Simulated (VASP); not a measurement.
# Na (Pm-3m) in VASP: a series of runs, part 2 of 3

VASP 6.6.1.

**4. Single point, LDA (volume scaled by 0.68)**

Input file INCAR:

```
PREC = Accurate
ENCUT = 520
EDIFF = 1E-6
ISMEAR = -1
SIGMA = 0.05
LREAL = False
LASPH = True
NELM = 80
ALGO = Normal
ISIF = 2
LWAVE = False
LCHARG = False
NBANDS = 10
```

Input file KPOINTS:

```
Automatic mesh
0
Gamma
  12 12 12
```

Input file POSCAR:

```
Na
1.0
    2.8960003197      0.0000000000      0.0000000000
    0.0000000000      2.8960003197      0.0000000000
    0.0000000000      0.0000000000      2.8960003197
Na
1
Direct
    0.0000000000      0.0000000000      0.0000000000
```

Potentials or basis: VASP PAW LDA potentials, release 64 (Na_pv).

The run is started by

```sh
$ cat potpaw_LDA.64/Na_pv/POTCAR > POTCAR
$ mpirun -np 1 vasp_std > vasp.out
```

OUTCAR:

```text
PREC = Accurate
   ENCUT = 520
   EDIFF = 1E-6
   ISMEAR = -1
   LREAL = False
   LASPH = True
   NELM = 80
   ISIF = 2

 ion  position               nearest neighbor table
   1  0.000  0.000  0.000-

  LATTYP: Found a simple cubic cell.
 ALAT       =     2.8960003197

  Lattice vectors:

 A1 = (   2.8960003197,   0.0000000000,   0.0000000000)
 A2 = (   0.0000000000,   2.8960003197,   0.0000000000)
 A3 = (   0.0000000000,   0.0000000000,   2.8960003197)

Analysis of symmetry for initial positions (statically):
=====================================================================
 Subroutine PRICEL returns:
 Original cell was already a primitive cell.

 Routine SETGRP: Setting up the symmetry group for a
 simple cubic supercell.

 Subroutine GETGRP returns: Found 48 space group operations
 (whereof 48 operations were pure point group operations)
 out of a pool of 48 trial point group operations.

The static configuration has the point symmetry O_h .

Analysis of symmetry for dynamics (positions and initial velocities):
=====================================================================
 Subroutine PRICEL returns:
 Original cell was already a primitive cell.

 Routine SETGRP: Setting up the symmetry group for a
 simple cubic supercell.

 Subroutine GETGRP returns: Found 48 space group operations
 (whereof 48 operations were pure point group operations)
 out of a pool of 48 trial point group operations.

The dynamic configuration has the point symmetry O_h .

 Subroutine INISYM returns: Found 48 space group operations
 (whereof 48 operations are pure point group operations),
 and found     1 'primitive' translations

----------------------------------------------------------------------------------------

                                     Primitive cell

  volume of cell :      24.2882

  direct lattice vectors                    reciprocal lattice vectors
     2.896000320  0.000000000  0.000000000     0.345303829  0.000000000  0.000000000
     0.000000000  2.896000320  0.000000000     0.000000000  0.345303829  0.000000000
     0.000000000  0.000000000  2.896000320     0.000000000  0.000000000  0.345303829

  length of vectors
     2.896000320  2.896000320  2.896000320     0.345303829  0.345303829  0.345303829

  position of ions in fractional coordinates (direct lattice)
     0.000000000  0.000000000  0.000000000

  ion indices of the primitive-cell ions
   primitive index   ion index
                 1           1

----------------------------------------------------------------------------------------

 KPOINTS: Automatic mesh

Automatic generation of k-mesh.
 Grid dimensions read from file:
 generate k-points for:   12   12   12

 Generating k-lattice:

  Cartesian coordinates                     Fractional coordinates (reciprocal lattice)
     0.028775319  0.000000000  0.000000000     0.083333333  0.000000000  0.000000000
     0.000000000  0.028775319  0.000000000     0.000000000  0.083333333  0.000000000
     0.000000000  0.000000000  0.028775319     0.000000000  0.000000000  0.083333333

  Length of vectors
     0.028775319  0.028775319  0.028775319

  Shift w.r.t. Gamma in fractional coordinates (k-lattice)
     0.000000000  0.000000000  0.000000000

 Subroutine IBZKPT returns following result:
 ===========================================

 Found     84 irreducible k-points:

 Following reciprocal coordinates:
            Coordinates               Weight
  0.000000  0.000000  0.000000      1.000000
  0.083333  0.000000  0.000000      6.000000
  0.166667  0.000000  0.000000      6.000000
  0.250000  0.000000  0.000000      6.000000
  0.333333  0.000000  0.000000      6.000000
  0.416667  0.000000  0.000000      6.000000
[... 16 lines left out ...]
  0.333333  0.333333  0.000000     12.000000
  0.416667  0.333333  0.000000     24.000000
 [... further k-points ...]
   k-points           NKPTS =     84   k-points in BZ     NKDIM =     84   number of bands    NBANDS=     10
   number of dos      NEDOS =    301   number of ions     NIONS =      1
   total plane-waves  NPLWV =  13824
   dimension x,y,z NGX =    24 NGY =   24 NGZ =   24
   dimension x,y,z NGXF=    48 NGYF=   48 NGZF=   48
   ions per type =               1
   NGX,Y,Z   is equivalent  to a cutoff of  13.78, 13.78, 13.78 a.u.
   NGXF,Y,Z  is equivalent  to a cutoff of  27.55, 27.55, 27.55 a.u.
 SYSTEM =  unknown system
   PREC   = accura    normal or accurate (medium, high low for compatibility)
   ISTART =      0    job   : 0-new  1-cont  2-samecut
   ICHARG =      2    charge: 1-file 2-atom 10-const
   ISPIN  =      1    spin polarized calculation?
   LNONCOLLINEAR =      F non collinear calculations
   LSORBIT =      F    spin-orbit coupling
   LASPH  =      T    aspherical Exc in radial PAW
   ENCUT  =  520.0 eV  38.22 Ry    6.18 a.u.   5.38  5.38  5.38*2*pi/ulx,y,z
   NELM   =     80;   NELMIN=  2; NELMDL= -5     # of ELM steps
   EDIFF  = 0.1E-05   stopping-criterion for ELM
   LREAL  =      F    real-space projection
   EDIFFG = 0.1E-04   stopping-criterion for IOM
   NSW    =      0    number of steps for IOM
   IBRION =     -1    ionic relax: 0-MD 1-quasi-New 2-CG
   NFREE  =      0    steps in history (QN), initial steepest desc. (CG)
   ISIF   =      2    stress and relaxation
   ISYM   =      2    0-nonsym 1-usesym 2-fastsym
   POTIM  = 0.5000    time-step for ionic-motion
   TEBEG  =    0.0;   TEEND  =   0.0 temperature during run
   PSTRESS=    0.0 pullay stress
   NELECT =       7.0000    total number of electrons
   NUPDOWN=      -1.0000    fix difference up-down
   EMIN   =  10.00;   EMAX   =-10.00  energy-range for DOS
   EFERMI =   0.00;   METHOD = LEGACY
   ISMEAR =    -1;   SIGMA  =   0.05  broadening in eV -4-tet -1-fermi 0-gaus
   EFERMI_NEDOS =   21; number of points for ismear=-14 and -15
   IALGO  =     38    algorithm
   IMIX   =      4    mixing-type and parameters
     AMIX     =   0.40;   BMIX     =  1.00
     AMIX_MAG =   1.60;   BMIX_MAG =  1.00
  volume/ion in A,a.u.               =      24.29       163.91
  Fermi-wavevector in a.u.,A,eV,Ry     =   1.081373  2.043499 15.910215  1.169368
  Thomas-Fermi vector in A             =   2.217388
   LORBIT       =      0    0 simple, 1 ext, 2 COOP (PROOUT), +10 PAW based schemes
   GGA     = CA    functional components
   LHFCALC =     F    Hartree Fock is set to
   AEXX    =    0.0000 exact exchange contribution
   IVDW    =     0    specifies the selected vdW correction
   LEPSILON=     F    determine dielectric tensor
   LRPA    =     F    only Hartree local field effects (RPA)
 non-spin polarized calculation
  energy-cutoff  :      520.00
  volume of cell :       24.29
 maximum number of plane-waves:       672
 NGX is ok and might be reduce to    24
   NGX = 11   NGY = 11   NGZ = 11

 number of electron       7.0000010 magnetization

 Free energy of the ion-electron system (eV)
  ---------------------------------------------------
  ext. energy  EPLUGINS =         0.00000000
  ---------------------------------------------------
  free energy    TOTEN  =        -1.18127199 eV

  energy without entropy =       -1.17684656  energy(sigma->0) =       -1.17905927

 E-fermi :   1.6875     XC(G=0):  -8.0387

 val. band max:        1.6777823541   @ k =   0.5000   0.0833   0.0000
 cond. band min:       1.7244791671   @ k =   0.4167   0.2500   0.0833
 fundamental gap:      0.0466968130
 Fermi energy:         1.6874899863

 k-point     1 :       0.0000    0.0000    0.0000
  band No.  band energies     occupation
      1     -23.3271      2.00000
      2     -23.3271      2.00000
      3     -23.3271      2.00000
      4      -2.5979      2.00000
      5      12.0566      0.00000
      6      12.0566      0.00000
      7      14.8605      0.00000
      8      14.8605      0.00000
      9      14.8605      0.00000
     10      19.4308      0.00000
[... 287 lines left out ...]
 k-point    24 :       0.4167    0.3333    0.0000
  band No.  band energies     occupation
      1     -23.5080      2.00000
      2     -23.4642      2.00000
      3     -23.2955      2.00000
      4       2.4125      0.00000
      5       5.3288      0.00000
      6       8.0211      0.00000
      7      10.9882      0.00000
      8      18.3921      0.00000
      9      19.8631      0.00000
     10      20.5391      0.00000

 [... further k-points ...]

------------------------ aborting loop because EDIFF is reached ----------------------------------------

  FORCE on cell =-STRESS in cart. coord.  units (eV):
  Direction    XX          YY          ZZ          XY          YZ          ZX
  --------------------------------------------------------------------------------------
  -------------------------------------------------------------------------------------
  Total        0.8628759      0.8628759      0.8628759      0.0000000      0.0000000     -0.0000000
  in kB       56.9197674     56.9197674     56.9197674      0.0000000      0.0000000     -0.0000000
  external PRESSURE =      56.9197674 kB  Pullay stress =       0.0000000 kB

 VOLUME and BASIS-vectors are now :
 -----------------------------------------------------------------------------
  energy-cutoff  :      520.00
  volume of cell :       24.29
      direct lattice vectors                 reciprocal lattice vectors
     2.896000320  0.000000000  0.000000000     0.345303829  0.000000000  0.000000000
     0.000000000  2.896000320  0.000000000     0.000000000  0.345303829  0.000000000
     0.000000000  0.000000000  2.896000320     0.000000000  0.000000000  0.345303829

 POSITION                                       TOTAL-FORCE (eV/Angst)
 -----------------------------------------------------------------------------------
      0.00000      0.00000      0.00000         0.000000      0.000000      0.000000
 -----------------------------------------------------------------------------------
    total drift:                                0.000000     -0.000000      0.000000

  FREE ENERGIE OF THE ION-ELECTRON SYSTEM (eV)
  ---------------------------------------------------
  free  energy   TOTEN  =        -1.1812719923 eV

  energy  without entropy=       -1.1768465556  energy(sigma->0) =       -1.17905927
```

OSZICAR:

```text
N       E                     dE             d eps       ncg     rms          rms(c)
DAV:   1     0.311002206920E+02    0.31100E+02   -0.40157E+03  1684   0.660E+02
DAV:   2    -0.606734911534E+00   -0.31707E+02   -0.31507E+02  1774   0.163E+02
DAV:   3    -0.118780054844E+01   -0.58107E+00   -0.58063E+00  2032   0.228E+01
DAV:   4    -0.119083371591E+01   -0.30332E-02   -0.30330E-02  1920   0.164E+00
DAV:   5    -0.119086049653E+01   -0.26781E-04   -0.26780E-04  1906   0.154E-01    0.346E-01
DAV:   6    -0.118509293820E+01    0.57676E-02   -0.18795E-03  2014   0.577E-01    0.217E-01
DAV:   7    -0.118131641425E+01    0.37765E-02   -0.26157E-03  2050   0.564E-01    0.302E-02
DAV:   8    -0.118127162898E+01    0.44785E-04   -0.18011E-04  1912   0.224E-01    0.359E-03
DAV:   9    -0.118127199235E+01   -0.36336E-06   -0.95995E-07  1282   0.110E-02
   1 F= -.11812720E+01 E0= -.11790593E+01  d E =-.442544E-02
```

Wall time 4.2 s (1 thread of Intel Xeon 6975P-C (Granite Rapids), shared host); peak memory 0.12 GiB.

Results:

- Free energy: -1.1813 eV
- Pressure: 5.7 GPa

(Continued in part 3 of 3.)
